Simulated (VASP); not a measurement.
Here is a VASP 6.6.1 calculation.

The input POSCAR:

```
Al5N
1.0
    5.1938399235      0.0000000000      0.0000000000
   -2.5969199618      4.4979973170      0.0000000000
    0.0000000000      0.0000000000      4.6623782128
Al N
5 1
Direct
    0.0000000000      0.5000000000      0.5000000000
    0.3333333333      0.6666666667      0.0000000000
    0.6666666667      0.3333333333      0.0000000000
    0.5000000000      0.0000000000      0.5000000000
    0.5000000000      0.5000000000      0.5000000000
    0.0000000000      0.0000000000      0.0000000000
```

The input INCAR.step1:

```
SYSTEM = Al5N
ALGO = Normal ; EDIFF = 1E-6
ENCUT = 520 ; GGA = PE
ISIF = 2 ; ISMEAR = 0
ISPIN = 2 ; LASPH = .True.
LCHARG = .True. ; LREAL = .False.
LWAVE = .False. ; MAGMOM = 0 0 0 0 0 1.72
NBANDS = 23 ; NELM = 150
PREC = Accurate ; SIGMA = 0.1
```

KPOINTS.step1

```
k-points
0
Gamma
  12 12 8
  0 0 0
```

The input INCAR.step2:

```
SYSTEM = Al5N
ALGO = Normal ; EDIFF = 1E-6
ENCUT = 520 ; GGA = PE
ICHARG = 11 ; ISIF = 2
ISMEAR = -5 ; ISPIN = 2
LASPH = .True. ; LCHARG = .False.
LORBIT = 11 ; LREAL = .False.
LWAVE = .False. ; MAGMOM = 0 0 0 0 0 1.72
NBANDS = 23 ; NEDOS = 2001
NELM = 150 ; PREC = Accurate
SIGMA = 0.1
```

The input KPOINTS.step2:

```
k-points
0
Gamma
  18 18 12
  0 0 0
```

Potentials or basis: VASP PAW PBE potentials, release 64 (Al, N).

Launch:

```sh
$ cat potpaw_PBE.64/Al/POTCAR potpaw_PBE.64/N/POTCAR > POTCAR
$ cp INCAR.step1 INCAR
$ cp KPOINTS.step1 KPOINTS
$ mpirun -np 1 vasp_std > vasp.out
$ cp INCAR.step2 INCAR
$ cp KPOINTS.step2 KPOINTS
$ mpirun -np 1 vasp_std > vasp.out
```

(1) Predict the net moment.

(2) Predict the site moments.

Answers

(1) 1.74 μB per cell.

(2) Al +0.01, +0.00 (each value once); N +1.12 μB.
